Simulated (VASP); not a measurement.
AgBr, 2 atoms in the cell. Symmetry: Fm-3m, No. 225, cubic system. Conventional cell: a = 5.675 Å, b = 5.675 Å, c = 5.675 Å, α = 90.00°, β = 90.00°, γ = 90.00°. Ag (site symmetry m-3m) has 6 Br at 2.84 Å within 3.7 Å. Within 3.7 Å of Br (site symmetry m-3m) lie 6 Ag at 2.84 Å. 

```yaml
Program: VASP 6.6.1
Task: relaxation of cell and atoms
Functional: PBEsol
Potentials_or_basis: VASP PAW PBE potentials, release 64 (Ag, Br)
Cutoff: 500 eV
k_mesh: 6 × 6 × 6
Occupations: gaussian, width 0.01 eV
Spin: no spin polarisation
Target_pressure: 10 GPa
Dipole_correction: no
Further_INCAR_settings: ALGO = Normal; EDIFF = 1e-07; IBRION = 2; EDIFFG = -0.002; NSW = 100; ISIF = 3
```

Potentials or basis: VASP PAW PBE potentials, release 64 (Ag, Br).

Run with:

```bash
$ cat potpaw_PBE.64/Ag/POTCAR potpaw_PBE.64/Br/POTCAR > POTCAR
$ mpirun -np 1 vasp_std > vasp.out
```

Hardware: 1 thread of Intel(R) Xeon(R) 6975P-C (Granite Rapids), with other jobs on the host.

Question: Estimate the wall time of this run.

Answer: It took 28 s on 1 thread of Intel(R) Xeon(R) 6975P-C (Granite Rapids), with other jobs on the host, peak memory 0.18 GiB. Counts: scf iterations 53, k points 16, ion steps 6.
